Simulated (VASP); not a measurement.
# TiO2 (Cmm2) in VASP: further runs

Runs on TiO2. Level: PBE+U. Tasks: single point.

Program: VASP 6.6.1. These are calculated values, not measurements. Logs are shortened: lines on timing, memory, paths and dates and some standing lists are left out, and cuts for length are marked.

**1. The cell of the first run**

The structure is orthorhombic, space group Cmm2 (No. 35). The conventional cell has a = 6.562 Å, b = 6.562 Å, c = 3.006 Å, α = 90.00°, β = 90.00°, γ = 90.00°. Within 2.1 Å of Ti (site symmetry mm2) lie 4 O at 1.56 to 2.09 Å. Ti (site symmetry mm2) has 6 O at 1.97 to 2.01 Å within 2.6 Å. Within 2.6 Å of O (site symmetry m) lie 3 Ti at 1.97 to 2.09 Å and 1 O at 2.55 Å. Within 2.1 Å of O (site symmetry m) lie 2 Ti at 1.56 to 2.01 Å.

**2. Single point, PBE+U (atom 1 (Ti) moved by (+0.000, -0.600) A along x and z)**

The input, INCAR:

```
PREC     = Accurate       # precision mode
ENCUT    = 520            # plane-wave cutoff, eV
EDIFF    = 1E-6           # SCF threshold, eV
ISMEAR   = 0              # smearing method
SIGMA    = 0.05           # smearing width, eV
LREAL    = F              # projectors in reciprocal space
LASPH    = T              # aspherical terms in the spheres
NELM     = 150            # most SCF steps
ALGO     = Normal         # electronic algorithm
ISIF     = 2              # what is computed and relaxed
LWAVE    = F              # write WAVECAR
LCHARG   = T              # write CHGCAR
LMAXMIX  = 4              # l up to which the mixer works
LDAU     = T              # DFT+U
LDAUTYPE = 2            
LDAUL    = 2 -1           # shell
LDAUU    = 4 0            # U, eV
LDAUJ    = 0 0          
LDAUPRINT= 1            
GGA      = PE             # functional
LELF     = T              # ELF
LVHAR    = T            
NBANDS   = 33             # bands
```

The input, KPOINTS:

```
regular mesh
0
Gamma
  6 6 10
```

The input, POSCAR:

```
TiO2
1.0
    4.6403824120      0.0000000000      0.0000000000
    0.0000000000      4.6403824120      0.0000000000
    0.0000000000      0.0000000000      3.0063836717
Ti O
2 4
Direct
    0.0000000000      0.0000000000     -0.1995753255
    0.5000000000      0.5000000000      0.5000000000
    0.3056475955      0.3056475955      0.0000000000
    0.1943524045      0.8056475955      0.5000000000
    0.6943524045      0.6943524045      0.0000000000
    0.8056475955      0.1943524045      0.5000000000
```

Potentials or basis: VASP PAW PBE potentials, release 64 (Ti_sv, O).

On the command line:

```console
cat potpaw_PBE.64/Ti_sv/POTCAR potpaw_PBE.64/O/POTCAR > POTCAR
mpirun -np 1 vasp_std > vasp.out
```

OUTCAR:

```text
PREC = Accurate
   ENCUT = 520
   EDIFF = 1E-6
   ISMEAR = 0
   LREAL = F
   LASPH = T
   NELM = 150
   ISIF = 2
   GGA = PE

 ion  position               nearest neighbor table
   1  0.000  0.000  0.800-   4 1.56   6 1.56   5 2.09   3 2.09
   2  0.500  0.500  0.500-   3 1.97   5 1.97   3 1.97   5 1.97   4 2.01   6 2.01
   3  0.306  0.306  0.000-   2 1.97   2 1.97   1 2.09
   4  0.194  0.806  0.500-   1 1.56   2 2.01
   5  0.694  0.694  0.000-   2 1.97   2 1.97   1 2.09
   6  0.806  0.194  0.500-   1 1.56   2 2.01

  LATTYP: Found a simple tetragonal cell.
 ALAT       =     4.6403824120
 C/A-ratio  =     0.6478741200

  Lattice vectors:

 A1 = (   4.6403824120,   0.0000000000,   0.0000000000)
 A2 = (   0.0000000000,   4.6403824120,   0.0000000000)
 A3 = (   0.0000000000,   0.0000000000,   3.0063836717)

Analysis of symmetry for initial positions (statically):
=====================================================================
 Subroutine PRICEL returns:
 Original cell was already a primitive cell.

 Routine SETGRP: Setting up the symmetry group for a
 simple tetragonal supercell.

 Subroutine GETGRP returns: Found  4 space group operations
 (whereof  4 operations were pure point group operations)
 out of a pool of 16 trial point group operations.

The static configuration has the point symmetry C_2v.

Analysis of symmetry for dynamics (positions and initial velocities):
=====================================================================
 Subroutine PRICEL returns:
 Original cell was already a primitive cell.

 Routine SETGRP: Setting up the symmetry group for a
 simple tetragonal supercell.

 Subroutine GETGRP returns: Found  4 space group operations
 (whereof  4 operations were pure point group operations)
 out of a pool of 16 trial point group operations.

The dynamic configuration has the point symmetry C_2v.

 Subroutine INISYM returns: Found  4 space group operations
 (whereof  4 operations are pure point group operations),
 and found     1 'primitive' translations

[... 182 lines left out ...]
spin component  1

  0.1820  0.0000  0.0673  0.0000  0.0000
  0.0000  0.1892  0.0000  0.0848  0.0000
  0.0673  0.0000  0.1290  0.0000 -0.0000
  0.0000  0.0848  0.0000  0.1892  0.0000
  0.0000  0.0000 -0.0000  0.0000  0.0939

spin component  2

  0.1820  0.0000  0.0673  0.0000  0.0000
  0.0000  0.1892  0.0000  0.0848  0.0000
  0.0673  0.0000  0.1290  0.0000 -0.0000
  0.0000  0.0848  0.0000  0.1892  0.0000
  0.0000  0.0000 -0.0000  0.0000  0.0939

 occupancies and eigenvectors

  o =  0.0832  v = -0.5629  0.0000  0.8265  0.0000  0.0000  0.0000  0.0000  0.0000  0.0000  0.0000      0.0000  0.0000  0.0000  0.0000  0.0000  0.0000  0.0000  0.0000  0.0000  0.0000
  o =  0.0832  v =  0.0000  0.0000  0.0000  0.0000  0.0000 -0.5629  0.0000  0.8265  0.0000  0.0000      0.0000  0.0000  0.0000  0.0000  0.0000  0.0000  0.0000  0.0000  0.0000  0.0000
  o =  0.0939  v = -0.0000  0.0000  0.0000  0.0000 -1.0000  0.0000  0.0000  0.0000  0.0000  0.0000      0.0000  0.0000  0.0000  0.0000  0.0000  0.0000  0.0000  0.0000  0.0000  0.0000
  o =  0.0939  v =  0.0000  0.0000  0.0000  0.0000  0.0000 -0.0000  0.0000  0.0000  0.0000 -1.0000      0.0000  0.0000  0.0000  0.0000  0.0000  0.0000  0.0000  0.0000  0.0000  0.0000
  o =  0.1044  v =  0.0000  0.7071  0.0000 -0.7071  0.0000  0.0000  0.0000  0.0000  0.0000  0.0000      0.0000  0.0000  0.0000  0.0000  0.0000  0.0000  0.0000  0.0000  0.0000  0.0000
  o =  0.1044  v =  0.0000  0.0000  0.0000  0.0000  0.0000  0.0000  0.7071  0.0000 -0.7071  0.0000      0.0000  0.0000  0.0000  0.0000  0.0000  0.0000  0.0000  0.0000  0.0000  0.0000
  o =  0.2279  v = -0.8265  0.0000 -0.5629  0.0000  0.0000  0.0000  0.0000  0.0000  0.0000  0.0000      0.0000  0.0000  0.0000  0.0000  0.0000  0.0000  0.0000  0.0000  0.0000  0.0000
  o =  0.2279  v =  0.0000  0.0000  0.0000  0.0000  0.0000 -0.8265  0.0000 -0.5629  0.0000  0.0000      0.0000  0.0000  0.0000  0.0000  0.0000  0.0000  0.0000  0.0000  0.0000  0.0000
  o =  0.2740  v =  0.0000  0.0000  0.0000  0.0000  0.0000  0.0000  0.7071  0.0000  0.7071  0.0000      0.0000  0.0000  0.0000  0.0000  0.0000  0.0000  0.0000  0.0000  0.0000  0.0000
  o =  0.2740  v =  0.0000  0.7071  0.0000  0.7071  0.0000  0.0000  0.0000  0.0000  0.0000  0.0000      0.0000  0.0000  0.0000  0.0000  0.0000  0.0000  0.0000  0.0000  0.0000  0.0000

 number of electron      48.0000026 magnetization

 Free energy of the ion-electron system (eV)
  ---------------------------------------------------
  ext. energy  EPLUGINS =         0.00000000
  ---------------------------------------------------
  free energy    TOTEN  =       -45.34719576 eV

  energy without entropy =      -45.34719576  energy(sigma->0) =      -45.34719576

 E-fermi :   4.5063     XC(G=0): -11.1318

 val. band max:        4.1138680518   @ k =   0.0000   0.0000   0.0000
 cond. band min:       7.2101831776   @ k =   0.5000   0.5000   0.5000
 fundamental gap:      3.0963151258
 Fermi energy:         4.5063189385

 k-point     1 :       0.0000    0.0000    0.0000
  band No.  band energies     occupation
      1     -53.4504      2.00000
      2     -51.8229      2.00000
      3     -29.6682      2.00000
      4     -29.6422      2.00000
      5     -29.4389      2.00000
      6     -28.8469      2.00000
[... 853 lines left out ...]
     32      10.6482      0.00000
     33      10.9318      0.00000

 [... further k-points ...]
[... 5 lines left out ...]
  --------------------------------------------------------------------------------------
  -------------------------------------------------------------------------------------
  Total       13.1675172     13.1675172     13.0212608    -12.2801551      0.0000000      0.0000000
  in kB      325.8836173    325.8836173    322.2639100   -303.9222440      0.0000000      0.0000000
  external PRESSURE =     324.6770482 kB  Pullay stress =       0.0000000 kB

 VOLUME and BASIS-vectors are now :
 -----------------------------------------------------------------------------
  energy-cutoff  :      520.00
  volume of cell :       64.74
      direct lattice vectors                 reciprocal lattice vectors
     4.640382412  0.000000000  0.000000000     0.215499481  0.000000000  0.000000000
     0.000000000  4.640382412  0.000000000     0.000000000  0.215499481  0.000000000
     0.000000000  0.000000000  3.006383672     0.000000000  0.000000000  0.332625543

 POSITION                                       TOTAL-FORCE (eV/Angst)
 -----------------------------------------------------------------------------------
      0.00000      0.00000      2.40638         0.000000      0.000000     14.859431
      2.32019      2.32019      1.50319         0.000000      0.000000     -0.149098
      1.41832      1.41832      0.00000        -0.140690     -0.140690     -0.419730
      0.90187      3.73851      1.50319         5.951287     -5.951287     -6.935436
      3.22206      3.22206      0.00000         0.140690      0.140690     -0.419730
      3.73851      0.90187      1.50319        -5.951287      5.951287     -6.935436
 -----------------------------------------------------------------------------------
    total drift:                                0.000000      0.000000     -0.000165

  FREE ENERGIE OF THE ION-ELECTRON SYSTEM (eV)
  ---------------------------------------------------
  free  energy   TOTEN  =       -45.3471957573 eV

  energy  without entropy=      -45.3471957573  energy(sigma->0) =      -45.34719576
```

OSZICAR:

```text
N       E                     dE             d eps       ncg     rms          rms(c)
DAV:   1     0.675624899948E+03    0.67562E+03   -0.23405E+04  5148   0.171E+03
DAV:   2     0.353280259098E+02   -0.64030E+03   -0.59602E+03  5740   0.517E+02
DAV:   3    -0.567949895912E+02   -0.92123E+02   -0.90870E+02  7007   0.189E+02
DAV:   4    -0.626097356586E+02   -0.58147E+01   -0.57951E+01  7725   0.439E+01
DAV:   5    -0.628110950749E+02   -0.20136E+00   -0.20133E+00  6606   0.679E+00    0.412E+01
DAV:   6    -0.447683832959E+02    0.18043E+02   -0.76707E+01  7123   0.948E+01    0.122E+01
DAV:   7    -0.453171153321E+02   -0.54873E+00   -0.12638E+01  7302   0.293E+01    0.111E+01
DAV:   8    -0.453318477519E+02   -0.14732E-01   -0.13319E+00  7482   0.120E+01    0.313E+00
DAV:   9    -0.453503476754E+02   -0.18500E-01   -0.33476E-01  7357   0.560E+00    0.116E+00
DAV:  10    -0.453485759106E+02    0.17718E-02   -0.42562E-02  7411   0.252E+00    0.818E-01
DAV:  11    -0.453480451168E+02    0.53079E-03   -0.32529E-02  6010   0.165E+00    0.237E-01
DAV:  12    -0.453472000427E+02    0.84507E-03   -0.24251E-03  7345   0.473E-01    0.687E-02
DAV:  13    -0.453472122475E+02   -0.12205E-04   -0.47603E-04  6053   0.238E-01    0.505E-02
DAV:  14    -0.453471945803E+02    0.17667E-04   -0.57322E-05  6518   0.990E-02    0.107E-02
DAV:  15    -0.453471959740E+02   -0.13937E-05   -0.10859E-05  6853   0.248E-02    0.505E-03
DAV:  16    -0.453471957573E+02    0.21673E-06   -0.47956E-07  2950   0.662E-03
   1 F= -.45347196E+02 E0= -.45347196E+02  d E =-.138399E-30
```

stdout:

```text
POSCAR found type information on POSCAR TiO
 POSCAR found :  2 types and       6 ions
 scaLAPACK will be used
 LDA part: xc-table for (Slater+PW92), standard interpolation
 POSCAR, INCAR and KPOINTS ok, starting setup
 FFT: planning ... GRIDC
 FFT: planning ... GRID_SOFT
 FFT: planning ... GRID
 WAVECAR not read
 entering main loop
```

It took 2.3 min on 1 thread of Intel Xeon 6975P-C, shared host; peak memory 0.26 GiB.

Results:

```yaml
Free_energy: -45.3472 eV
Pressure: 32.5 GPa
Largest_force: 14.859 eV/Å
Band_gap_on_the_k_mesh: 3.10 eV, indirect (least direct gap 3.11 eV)
```

Forces in eV/Å, atoms in the order of the input:
```
Ti   0.000  0.000 14.859
Ti   0.000  0.000 -0.149
O   -0.141 -0.141 -0.420
O    5.951 -5.951 -6.935
O    0.141  0.141 -0.420
O   -5.951  5.951 -6.935
```

Stress tensor (GPa, compression positive):
```
 32.59 -30.39   0.00
-30.39  32.59   0.00
  0.00   0.00  32.23
```

Eigenvalues of the final occupation matrices:
| site | spin | trace | eigenvalues |
| --- | --- | --- | --- |
| site 1 d | 1 | 1.17 | 0.13 0.14 0.17 0.31 0.42 |
| site 1 d | 2 | 1.17 | 0.13 0.14 0.17 0.31 0.42 |
| site 2 d | 1 | 0.78 | 0.08 0.09 0.10 0.23 0.27 |
| site 2 d | 2 | 0.78 | 0.08 0.09 0.10 0.23 0.27 |

Caveat: the cell differs from its parent crystal (atom 1 (Ti) moved by (+0.000, -0.600) A along x and z); forces of over 1 eV/Å act on the atoms, so gaps and moduli don't describe the material at rest. A k mesh can miss the band edges.

**3. Single point, PBE+U (atom 1 (Ti) moved by (+0.000, -0.300) A along x and z)**

The input, INCAR:

```
PREC = Accurate
ENCUT = 520
EDIFF = 1E-6
ISMEAR = 0
SIGMA = 0.05
LREAL = False
LASPH = True
NELM = 150
ALGO = Normal
ISIF = 2
LWAVE = False
LCHARG = False
LMAXMIX = 4
LDAU = True
LDAUTYPE = 2
LDAUL = 2 -1
LDAUU = 4 0
LDAUJ = 0 0
LDAUPRINT = 1
GGA = PE
NBANDS = 33
```

KPOINTS is that of step 2.

POSCAR: that of step 2 with these lines changed.

```diff
@@ -8,3 +8,3 @@
 Direct
-    0.0000000000      0.0000000000     -0.1995753255
+    0.0000000000      0.0000000000     -0.0997876628
     0.5000000000      0.5000000000      0.5000000000
```

Potentials or basis: VASP PAW PBE potentials, release 64 (Ti_sv, O).

On the command line:

```console
cat potpaw_PBE.64/Ti_sv/POTCAR potpaw_PBE.64/O/POTCAR > POTCAR
mpirun -np 1 vasp_std > vasp.out
```

It took 2.4 min on 1 thread of Intel Xeon 6975P-C, shared host; peak memory 0.26 GiB.

Results (log left out):

| Item | Value |
| --- | --- |
| Free energy | -47.9972 eV |
| Pressure | 10.9 GPa |
| Largest force | 3.942 eV/Å |
| Band gap on the k mesh | 2.60 eV, indirect (least direct gap 2.73 eV) |

Forces on the atoms (eV/Å):
```
Ti   0.000  0.000  3.942
Ti   0.000  0.000 -0.074
O   -0.085 -0.085 -0.138
O    1.204 -1.204 -1.796
O    0.085  0.085 -0.138
O   -1.204  1.204 -1.796
```

Stress tensor (GPa, compression positive):
```
 9.72 -6.52  0.00
-6.52  9.72  0.00
 0.00  0.00 13.10
```

Levels at points of the mesh, in eV from the valence-band top:
```tsv
k point	band 21	band 22	band 23	band 24	band 25	band 26	band 27	band 28
(0.00, 0.00, 0.00)	-0.95	-0.73	-0.50	0.00	2.73	3.12	3.21	3.38
(0.50, 0.00, 0.00)	-1.81	-1.36	-0.78	-0.68	2.84	3.15	3.88	4.29
(0.50, 0.50, 0.00)	-1.74	-1.26	-1.20	-1.13	2.61	3.14	3.37	3.77
(0.00, 0.00, 0.50)	-2.55	-1.79	-1.40	-1.22	3.18	3.66	4.04	4.25
(0.50, 0.00, 0.50)	-1.86	-1.72	-1.24	-0.83	2.60	2.95	3.72	4.31
(0.50, 0.50, 0.50)	-1.54	-0.82	-0.68	-0.53	2.84	3.69	3.73	3.99
```

Eigenvalues of the final occupation matrices:
| site | spin | trace | eigenvalues |
| --- | --- | --- | --- |
| site 1 d | 1 | 0.88 | 0.11 0.11 0.12 0.24 0.30 |
| site 1 d | 2 | 0.88 | 0.11 0.11 0.12 0.24 0.30 |
| site 2 d | 1 | 0.78 | 0.08 0.10 0.10 0.24 0.27 |
| site 2 d | 2 | 0.78 | 0.08 0.10 0.10 0.24 0.27 |

Caveat: the cell differs from its parent crystal (atom 1 (Ti) moved by (+0.000, -0.300) A along x and z); forces of over 1 eV/Å act on the atoms, so gaps and moduli don't describe the material at rest. A k mesh can miss the band edges.
